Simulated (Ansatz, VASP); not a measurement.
Given: the input of a run of Ansatz 0.2.0 on CuO.

input.yaml

```yaml
crystal:
  lattice:
    - [2.3101994985, -1.6881714891, 0.0]
    - [2.3101994985, 1.6881714891, 0.0]
    - [-0.8385391614, 0.0, 4.9895114286]
  atoms:
    - { symbol: Cu, position: [0.5, 0.0, 0.5] }
    - { symbol: Cu, position: [0.0, 0.5, 0.0] }
    - { symbol: O, position: [0.4184, 0.5816, 0.75] }
    - { symbol: O, position: [0.5816, 0.4184, 0.25] }
kpoints:
  mp_grid: { grid: [10, 10, 5] }
scf:
  occupations: { method: fermi_dirac, width: 0.05 }
hamiltonian:
  xc: lda
  pseudopotentials: { kind: all_electron, lapw: { basis_error: 0.002 } }
output:
  forces: true
  stress: true
  eigenvalues: true
```

Potentials or basis: all-electron LAPW, scalar-relativistic.

The run is started by

```sh
$ ansatz run input.yaml --threads 2 --pin off --max-ram 8192MiB --backend cpu --events-out ev --progress --plain --runs-dir out
```

Q: Translate it to VASP 6.6.1. Potentials there: VASP PAW LDA potentials, release 64 (Cu, O).

A: As run (the cutoff follows the program's own potentials):

Contents of INCAR:

```
PREC = Accurate
ENCUT = 520
EDIFF = 1E-6
ISMEAR = -1
SIGMA = 0.05
LREAL = F
LASPH = T
NELM = 100
ALGO = Normal
ISIF = 2
LWAVE = F
LCHARG = F
GGA = CA
NBANDS = 25
```

Contents of KPOINTS:

```
Automatic mesh
0
Gamma
  10 10 5
```

The input POSCAR:

```
CuO
1.0
    2.3101994985     -1.6881714891      0.0000000000
    2.3101994985      1.6881714891      0.0000000000
   -0.8385391614      0.0000000000      4.9895114286
Cu O
2 2
Direct
    0.5000000000      0.0000000000      0.5000000000
    0.0000000000      0.5000000000      0.0000000000
    0.4184000000      0.5816000000      0.7500000000
    0.5816000000      0.4184000000      0.2500000000
```

Potentials or basis: VASP PAW LDA potentials, release 64 (Cu, O).

Launch:

```bash
$ cat potpaw_LDA.64/Cu/POTCAR potpaw_LDA.64/O/POTCAR > POTCAR
$ mpirun -np 1 vasp_std > vasp.out
```

Both were run:

|  | VASP | Ansatz | Ansatz less VASP |
| --- | --- | --- | --- |
| gap on the k mesh at the Fermi level (eV) | none | none | - |
| pressure (GPa) | -1.4 | -2.1 | -0.75 |
| traceless stress, the component that is largest in VASP (GPa) | 1.88 | 2.24 | +0.352 |
| rms of the force components (eV/Å) | 0.120 | 0.137 | +0.0169 |

LDA's correlation is that of Perdew and Zunger in VASP and of Perdew and Wang (1992) in Ansatz. Atom by atom the forces differ by 0.017 eV/Å (rms over components). A gap of «none» marks a metal or a gap that the smearing closes. Ansatz ran all-electron here, and VASP with PAW potentials.
